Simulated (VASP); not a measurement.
# InSb3 (Fm-3m) in VASP: settings compared

InSb3 is run at these levels: PBE, r2SCAN; tasks: single point.

Everything below comes from runs of VASP 6.6.1. Logs are shortened: lines on timing, memory, paths and dates and some standing lists are left out, and cuts for length are marked.

## 1. The cell of the first run

It takes space group Fm-3m (No. 225, cubic). The conventional cell has a = 7.482 Å, b = 7.482 Å, c = 7.482 Å, α = 90.00°, β = 90.00°, γ = 90.00°. Within 4.3 Å of In (site symmetry m-3m) lie 14 Sb at 3.24 to 3.74 Å. Sb (site symmetry -43m) has 4 In at 3.24 Å and 10 Sb at 3.24 to 3.74 Å within 4.3 Å. Within 4.3 Å of Sb (site symmetry m-3m) lie 8 Sb at 3.24 Å and 6 In at 3.74 Å.

## 2. Single point, PBE (strained)

The input, INCAR:

```
ALGO     = Normal         # electronic algorithm
EDIFF    = 1E-6           # SCF threshold, eV
ENCUT    = 520            # plane-wave cutoff, eV
GGA      = PE             # functional
ISIF     = 2              # what is computed and relaxed
ISMEAR   = 0              # smearing method
LASPH    = True           # aspherical terms in the spheres
LCHARG   = False          # write CHGCAR
LREAL    = False          # projectors in reciprocal space
LWAVE    = False          # write WAVECAR
NBANDS   = 22             # bands
NELM     = 100            # most SCF steps
PREC     = Accurate       # precision mode
SIGMA    = 0.1            # smearing width, eV
```

The input, KPOINTS:

```
k-points
0
Gamma
  10 10 10
```

The input, POSCAR:

```
InSb3
1.0
    0.0000000000      3.7407861556      3.7407861556
    3.7407861556      0.0000000000      3.7407861556
    3.7407861556      3.7407861556      0.0000000000
In Sb
1 3
Direct
    0.0000000000      0.0000000000      0.0000000000
    0.2500000000      0.2500000000      0.2500000000
    0.7500000000      0.7500000000      0.7500000000
    0.5000000000      0.5000000000      0.5000000000
```

Potentials or basis: VASP PAW PBE potentials, release 64 (In_d, Sb).

Run with:

```
$ cat potpaw_PBE.64/In_d/POTCAR potpaw_PBE.64/Sb/POTCAR > POTCAR
$ mpirun -np 1 vasp_std > vasp.out
```

OUTCAR:

```text
EDIFF = 1E-6
   ENCUT = 520
   GGA = PE
   ISIF = 2
   ISMEAR = 0
   LASPH = True
   LREAL = False
   NELM = 100
   PREC = Accurate

 ion  position               nearest neighbor table
   1  0.000  0.000  0.000-   3 3.24   3 3.24   3 3.24   2 3.24   3 3.24   2 3.24   2 3.24   2 3.24
                             4 3.74   4 3.74   4 3.74   4 3.74   4 3.74   4 3.74
   2  0.250  0.250  0.250-   1 3.24   1 3.24   1 3.24   1 3.24   4 3.24   4 3.24   4 3.24   4 3.24
                             3 3.74   3 3.74   3 3.74   3 3.74   3 3.74   3 3.74
   3  0.750  0.750  0.750-   4 3.24   4 3.24   4 3.24   1 3.24   4 3.24   1 3.24   1 3.24   1 3.24
                             2 3.74   2 3.74   2 3.74   2 3.74   2 3.74   2 3.74
   4  0.500  0.500  0.500-   2 3.24   2 3.24   2 3.24   2 3.24   3 3.24   3 3.24   3 3.24   3 3.24
                             1 3.74   1 3.74   1 3.74   1 3.74   1 3.74   1 3.74

  LATTYP: Found a face centered cubic cell.
 ALAT       =     7.4815723112

  Lattice vectors:

 A1 = (   0.0000000000,   3.7407861556,   3.7407861556)
 A2 = (   3.7407861556,   0.0000000000,   3.7407861556)
 A3 = (   3.7407861556,   3.7407861556,   0.0000000000)

Analysis of symmetry for initial positions (statically):
=====================================================================
 Subroutine PRICEL returns:
 Original cell was already a primitive cell.

 Routine SETGRP: Setting up the symmetry group for a
 face centered cubic supercell.

 Subroutine GETGRP returns: Found 48 space group operations
 (whereof 48 operations were pure point group operations)
 out of a pool of 48 trial point group operations.

The static configuration has the point symmetry O_h .

Analysis of symmetry for dynamics (positions and initial velocities):
=====================================================================
 Subroutine PRICEL returns:
 Original cell was already a primitive cell.

 Routine SETGRP: Setting up the symmetry group for a
 face centered cubic supercell.

 Subroutine GETGRP returns: Found 48 space group operations
 (whereof 48 operations were pure point group operations)
 out of a pool of 48 trial point group operations.

The dynamic configuration has the point symmetry O_h .

 Subroutine INISYM returns: Found 48 space group operations
 (whereof 48 operations are pure point group operations),
 and found     1 'primitive' translations

----------------------------------------------------------------------------------------

                                     Primitive cell

  volume of cell :     104.6932

  direct lattice vectors                    reciprocal lattice vectors
     0.000000000  3.740786156  3.740786156    -0.133661744  0.133661744  0.133661744
     3.740786156  0.000000000  3.740786156     0.133661744 -0.133661744  0.133661744
     3.740786156  3.740786156  0.000000000     0.133661744  0.133661744 -0.133661744

  length of vectors
     5.290270515  5.290270515  5.290270515     0.231508931  0.231508931  0.231508931

  position of ions in fractional coordinates (direct lattice)
     0.000000000  0.000000000  0.000000000
     0.250000000  0.250000000  0.250000000
     0.750000000  0.750000000  0.750000000
     0.500000000  0.500000000  0.500000000

  ion indices of the primitive-cell ions
   primitive index   ion index
                 1           1
                 2           2
                 3           3
                 4           4

----------------------------------------------------------------------------------------

 KPOINTS: k-points

Automatic generation of k-mesh.
 Grid dimensions read from file:
 generate k-points for:   10   10   10

 Generating k-lattice:

  Cartesian coordinates                     Fractional coordinates (reciprocal lattice)
    -0.013366174  0.013366174  0.013366174     0.100000000  0.000000000  0.000000000
     0.013366174 -0.013366174  0.013366174     0.000000000  0.100000000  0.000000000
     0.013366174  0.013366174 -0.013366174     0.000000000  0.000000000  0.100000000

  Length of vectors
     0.023150893  0.023150893  0.023150893

  Shift w.r.t. Gamma in fractional coordinates (k-lattice)
     0.000000000  0.000000000  0.000000000

 Subroutine IBZKPT returns following result:
 ===========================================

 Found     47 irreducible k-points:

 Following reciprocal coordinates:
            Coordinates               Weight
  0.000000  0.000000  0.000000      1.000000
  0.100000  0.000000  0.000000      8.000000
  0.200000  0.000000  0.000000      8.000000
  0.300000  0.000000  0.000000      8.000000
  0.400000  0.000000  0.000000      8.000000
  0.500000  0.000000  0.000000      4.000000
[... 16 lines left out ...]
  0.300000  0.300000  0.000000      6.000000
  0.400000  0.300000  0.000000     24.000000
 [... further k-points ...]
   k-points           NKPTS =     47   k-points in BZ     NKDIM =     47   number of bands    NBANDS=     22
   number of dos      NEDOS =    301   number of ions     NIONS =      4
   total plane-waves  NPLWV =  64000
   dimension x,y,z NGX =    40 NGY =   40 NGZ =   40
   dimension x,y,z NGXF=    80 NGYF=   80 NGZF=   80
   ions per type =               1   3
   NGX,Y,Z   is equivalent  to a cutoff of  12.57, 12.57, 12.57 a.u.
   NGXF,Y,Z  is equivalent  to a cutoff of  25.14, 25.14, 25.14 a.u.
 SYSTEM =  unknown system
   PREC   = accura    normal or accurate (medium, high low for compatibility)
   ISTART =      0    job   : 0-new  1-cont  2-samecut
   ICHARG =      2    charge: 1-file 2-atom 10-const
   ISPIN  =      1    spin polarized calculation?
   LNONCOLLINEAR =      F non collinear calculations
   LSORBIT =      F    spin-orbit coupling
   LASPH  =      T    aspherical Exc in radial PAW
   ENCUT  =  520.0 eV  38.22 Ry    6.18 a.u.   9.84  9.84  9.84*2*pi/ulx,y,z
   NELM   =    100;   NELMIN=  2; NELMDL= -5     # of ELM steps
   EDIFF  = 0.1E-05   stopping-criterion for ELM
   LREAL  =      F    real-space projection
   EDIFFG = 0.1E-04   stopping-criterion for IOM
   NSW    =      0    number of steps for IOM
   IBRION =     -1    ionic relax: 0-MD 1-quasi-New 2-CG
   NFREE  =      0    steps in history (QN), initial steepest desc. (CG)
   ISIF   =      2    stress and relaxation
   ISYM   =      2    0-nonsym 1-usesym 2-fastsym
   POTIM  = 0.5000    time-step for ionic-motion
   TEBEG  =    0.0;   TEEND  =   0.0 temperature during run
   PSTRESS=    0.0 pullay stress
   NELECT =      28.0000    total number of electrons
   NUPDOWN=      -1.0000    fix difference up-down
   EMIN   =  10.00;   EMAX   =-10.00  energy-range for DOS
   EFERMI =   0.00;   METHOD = LEGACY
   ISMEAR =     0;   SIGMA  =   0.10  broadening in eV -4-tet -1-fermi 0-gaus
   EFERMI_NEDOS =   21; number of points for ismear=-14 and -15
   IALGO  =     38    algorithm
   IMIX   =      4    mixing-type and parameters
     AMIX     =   0.40;   BMIX     =  1.00
     AMIX_MAG =   1.60;   BMIX_MAG =  1.00
  volume/ion in A,a.u.               =      26.17       176.63
  Fermi-wavevector in a.u.,A,eV,Ry     =   1.054762  1.993212 15.136803  1.112524
  Thomas-Fermi vector in A             =   2.189935
   LORBIT       =      0    0 simple, 1 ext, 2 COOP (PROOUT), +10 PAW based schemes
   GGA     = PE    functional components
   LHFCALC =     F    Hartree Fock is set to
   AEXX    =    0.0000 exact exchange contribution
   IVDW    =     0    specifies the selected vdW correction
   LEPSILON=     F    determine dielectric tensor
   LRPA    =     F    only Hartree local field effects (RPA)
 non-spin polarized calculation
 Gauss-broadening in eV      SIGMA  =   0.10
  energy-cutoff  :      520.00
  volume of cell :      104.69
 maximum number of plane-waves:      2840
   NGX = 19   NGY = 19   NGZ = 19

 number of electron      28.0000001 magnetization

 Free energy of the ion-electron system (eV)
  ---------------------------------------------------
  ext. energy  EPLUGINS =         0.00000000
  ---------------------------------------------------
  free energy    TOTEN  =       -14.27932142 eV

  energy without entropy =      -14.27088254  energy(sigma->0) =      -14.27510198

 E-fermi :   8.4918     XC(G=0): -10.3306

 val. band max:        8.4453382065   @ k =   0.2000   0.0000   0.0000
 cond. band min:       8.4992517241   @ k =  -0.3000   0.1000   0.0000
 fundamental gap:      0.0539135177
 Fermi energy:         8.4918387839

 k-point     1 :       0.0000    0.0000    0.0000
  band No.  band energies     occupation
      1      -6.0311      2.00000
      2      -6.0311      2.00000
      3      -6.0311      2.00000
      4      -5.9944      2.00000
      5      -5.9944      2.00000
      6      -4.0330      2.00000
[... 14 lines left out ...]
     21      15.5790      0.00000
     22      15.5790      0.00000

 k-point     2 :       0.1000    0.0000    0.0000
  band No.  band energies     occupation
      1      -6.0327      2.00000
      2      -6.0304      2.00000
      3      -6.0304      2.00000
      4      -5.9946      2.00000
      5      -5.9946      2.00000
      6      -3.9557      2.00000
[... 14 lines left out ...]
     21      14.8437      0.00000
     22      15.3884      0.00000

 k-point     3 :       0.2000    0.0000    0.0000
  band No.  band energies     occupation
      1      -6.0373      2.00000
      2      -6.0286      2.00000
      3      -6.0286      2.00000
      4      -5.9952      2.00000
      5      -5.9952      2.00000
      6      -3.7247      2.00000
[... 14 lines left out ...]
     21      13.3907      0.00000
     22      14.7389      0.00000

 k-point     4 :       0.3000    0.0000    0.0000
  band No.  band energies     occupation
      1      -6.0434      2.00000
      2      -6.0266      2.00000
      3      -6.0266      2.00000
      4      -5.9956      2.00000
      5      -5.9956      2.00000
      6      -3.3468      2.00000
[... 14 lines left out ...]
     21      13.5380      0.00000
     22      14.3459      0.00000

 k-point     5 :       0.4000    0.0000    0.0000
  band No.  band energies     occupation
      1      -6.0487      2.00000
      2      -6.0251      2.00000
      3      -6.0251      2.00000
      4      -5.9957      2.00000
      5      -5.9957      2.00000
      6      -2.8531      2.00000
[... 14 lines left out ...]
     21      13.8059      0.00000
     22      15.6558      0.00000

 k-point     6 :       0.5000    0.0000    0.0000
  band No.  band energies     occupation
      1      -6.0508      2.00000
      2      -6.0247      2.00000
      3      -6.0247      2.00000
      4      -5.9957      2.00000
      5      -5.9957      2.00000
      6      -2.4858      2.00000
[... 14 lines left out ...]
     21      14.4980      0.00000
     22      17.0047      0.00000

 k-point     7 :       0.1000    0.1000    0.0000
  band No.  band energies     occupation
      1      -6.0339      2.00000
      2      -6.0298      2.00000
      3      -6.0298      2.00000
      4      -5.9954      2.00000
      5      -5.9941      2.00000
      6      -3.9299      2.00000
[... 324 lines left out ...]
      6      -2.2690      2.00000
[... 14 lines left out ...]
     21      13.9193      0.00000
     22      16.5839      0.00000

 k-point    21 :      -0.3000    0.2000    0.0000
  band No.  band energies     occupation
      1      -6.0422      2.00000
      2      -6.0317      2.00000
      3      -6.0233      2.00000
      4      -5.9979      2.00000
      5      -5.9969      2.00000
      6      -2.7577      2.00000
[... 14 lines left out ...]
     21      14.0087      0.00000
     22      15.4676      0.00000

 k-point    22 :      -0.2000    0.2000    0.0000
  band No.  band energies     occupation
      1      -6.0407      2.00000
      2      -6.0298      2.00000
      3      -6.0254      2.00000
      4      -5.9971      2.00000
      5      -5.9960      2.00000
      6      -3.2181      2.00000
[... 14 lines left out ...]
     21      14.2413      0.00000
     22      14.5293      0.00000

 k-point    23 :       0.3000    0.3000    0.0000
  band No.  band energies     occupation
      1      -6.0505      2.00000
      2      -6.0216      2.00000
      3      -6.0216      2.00000
      4      -6.0040      2.00000
      5      -5.9923      2.00000
      6      -3.1144      2.00000
[... 14 lines left out ...]
     21      12.9184      0.00000
     22      12.9184      0.00000

 k-point    24 :       0.4000    0.3000    0.0000
  band No.  band energies     occupation
      1      -6.0533      2.00000
      2      -6.0212      2.00000
      3      -6.0197      2.00000
      4      -6.0060      2.00000
      5      -5.9923      2.00000
      6      -2.7436      2.00000
[... 14 lines left out ...]
     21      13.0867      0.00000
     22      13.3254      0.00000

 [... further k-points ...]

------------------------ aborting loop because EDIFF is reached ----------------------------------------

  FORCE on cell =-STRESS in cart. coord.  units (eV):
  Direction    XX          YY          ZZ          XY          YZ          ZX
  --------------------------------------------------------------------------------------
  -------------------------------------------------------------------------------------
  Total        1.4580191      1.4580191      1.4580191      0.0000000     -0.0000000      0.0000000
  in kB       22.3128550     22.3128550     22.3128550      0.0000000     -0.0000000      0.0000000
  external PRESSURE =      22.3128550 kB  Pullay stress =       0.0000000 kB

 VOLUME and BASIS-vectors are now :
 -----------------------------------------------------------------------------
  energy-cutoff  :      520.00
  volume of cell :      104.69
      direct lattice vectors                 reciprocal lattice vectors
     0.000000000  3.740786156  3.740786156    -0.133661744  0.133661744  0.133661744
     3.740786156  0.000000000  3.740786156     0.133661744 -0.133661744  0.133661744
     3.740786156  3.740786156  0.000000000     0.133661744  0.133661744 -0.133661744

 POSITION                                       TOTAL-FORCE (eV/Angst)
 -----------------------------------------------------------------------------------
      0.00000      0.00000      0.00000         0.000000      0.000000     -0.000000
      1.87039      1.87039      1.87039        -0.000000     -0.000000      0.000000
      5.61118      5.61118      5.61118         0.000000      0.000000      0.000000
      3.74079      3.74079      3.74079         0.000000      0.000000     -0.000000
 -----------------------------------------------------------------------------------
    total drift:                               -0.000000      0.000000      0.000000

  FREE ENERGIE OF THE ION-ELECTRON SYSTEM (eV)
  ---------------------------------------------------
  free  energy   TOTEN  =       -14.2793214221 eV

  energy  without entropy=      -14.2708825415  energy(sigma->0) =      -14.27510198
```

Run time: 59 s. Hardware: 1 thread of Intel Xeon Platinum 8488C (Sapphire Rapids), shared host; peak memory 0.3 GiB.

Results:

- Free energy: -14.2793 eV
- Pressure: 2.2 GPa
- Band gap on the k mesh: zero (band 14 reaches 9.68 eV, above the bottom of band 15 at 6.36 eV)

Caveat: the cell differs from its parent crystal (strained); spin-orbit coupling is left out, which moves the levels of the heavy elements.

(Continued in part 2 of 2.)
